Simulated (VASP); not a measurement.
Input of a VASP 6.6.1 run:

INCAR

```
SYSTEM = KCl
PREC = Accurate
ENCUT = 520
EDIFF = 1E-8
ISMEAR = 0
SIGMA = 0.01
LREAL = .FALSE.
LASPH = .TRUE.
NELM = 60
ALGO = Normal
ISIF = 2
LWAVE = .FALSE.
LCHARG = .FALSE.
GGA = PS
NBANDS = 15
IBRION = 8
NSW = 1
```

The input KPOINTS:

```
Automatic mesh
0
G
  6 6 6
  0 0 0
```

POSCAR

```
KCl
1.0
    2.8496759620      2.8496759620      0.0000000000
   -2.8496759620      2.8496759620      0.0000000000
    0.0000000000      2.8496759620      2.8496759620
K Cl
1 1
Direct
    0.0000000000      0.0000000000      0.0000000000
    0.5000000000      0.5000000000      0.0000000000
```

Potentials or basis: VASP PAW PBE potentials, release 64 (K_sv, Cl).

Launch:

```console
$ cat potpaw_PBE.64/K_sv/POTCAR potpaw_PBE.64/Cl/POTCAR > POTCAR
$ mpirun -np 1 vasp_std > vasp.out
```

Problem. What does it give for the highest phonon frequency at Γ, LO-TO splitting left out?

Solution. 244 cm⁻¹.

Phonon frequencies in cm⁻¹ (negative: imaginary):
```tsv
q point	frequencies
(0.000, 0.000, 0.000)	0 0 0 244 244 244
```

Caveat: the cell stands under pressure or tension, which shifts response properties.
